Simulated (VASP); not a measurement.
Input of a VASP 6.6.1 run:

The input INCAR:

```
SYSTEM = WS2
PREC = Accurate ; ENCUT = 520
EDIFF = 1E-6 ; ISMEAR = 0
SIGMA = 0.02 ; LREAL = .FALSE.
LASPH = .TRUE. ; NELM = 60
ALGO = Normal ; ISIF = 2
LWAVE = .FALSE. ; LCHARG = .FALSE.
GGA = PE ; IVDW = 12
NBANDS = 35
```

KPOINTS

```
regular mesh
0
G
  12 12 4
  0 0 0
```

Contents of POSCAR:

```
WS2
1.0
    3.1856920691      0.0000000000      0.0000000000
   -1.5928460345      2.7588902605      0.0000000000
    0.0000000000      0.0000000000     12.1011116446
W S
2 4
Direct
    0.3333333333      0.6666666667      0.7500000284
    0.6666666667      0.3333333333      0.2499999716
    0.3333333333      0.6666666667      0.1207989592
    0.6666666667      0.3333333333      0.6207988881
    0.3333333333      0.6666666667      0.3792011119
    0.6666666667      0.3333333333      0.8792010408
```

Potentials or basis: VASP PAW PBE potentials, release 64 (W_sv, S).

The run is started by

```bash
$ cat potpaw_PBE.64/W_sv/POTCAR potpaw_PBE.64/S/POTCAR > POTCAR
$ mpirun -np 1 vasp_std > vasp.out
```

Problem. Predict the dispersion energy per atom.

Solution. -0.428 eV.

Problem. What does it give for the pressure?

Solution. -2.0 GPa.

Problem. What does it give for the band gap on the k mesh?

Solution. 0.89 eV, indirect (least direct gap 1.70 eV).

Stress tensor (GPa, compression positive):
```
-2.95  0.00  0.00
 0.00 -2.95  0.00
 0.00  0.00 -0.02
```

Caveat: the cell differs from its parent crystal (biaxial strain in the a-b plane: +1.0 %, then relaxed in part); spin-orbit coupling is left out, which moves the levels of the heavy elements. A k mesh can miss the band edges.
